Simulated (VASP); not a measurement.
BN, 2 atoms in the cell. Symmetry: R3m, No. 160, trigonal system. Conventional cell: a = 2.535 Å, b = 2.535 Å, c = 10.252 Å, α = 90.00°, β = 90.00°, γ = 120.00°. B (site symmetry 3m) has 3 N at 1.46 Å within 2.0 Å. Within 2.0 Å of N (site symmetry 3m) lie 3 B at 1.46 Å. 

- Program: VASP 6.6.1
- Task: single point
- Functional: LDA
- Potentials or basis: VASP PAW LDA potentials, release 64 (B, N)
- Cutoff: 520 eV
- k mesh: 8 × 8 × 8
- Occupations: gaussian, width 0.01 eV
- Spin: no spin polarisation
- Dipole correction: no
- Further INCAR settings: ALGO = Normal; EDIFF = 1e-06; NBANDS = 11

Potentials or basis: VASP PAW LDA potentials, release 64 (B, N).

Run with:

```bash
$ cat potpaw_LDA.64/B/POTCAR potpaw_LDA.64/N/POTCAR > POTCAR
$ mpirun -np 1 vasp_std > vasp.out
```

Hardware: 1 thread of Intel(R) Xeon(R) Platinum 8488C (Sapphire Rapids) (shared host).

Question: How long does it take, and how much memory?

Answer: Run time: 12 s on 1 thread of Intel(R) Xeon(R) Platinum 8488C (Sapphire Rapids) (shared host), peak memory 0.13 GiB. Counts: scf iterations 12, k points 65.
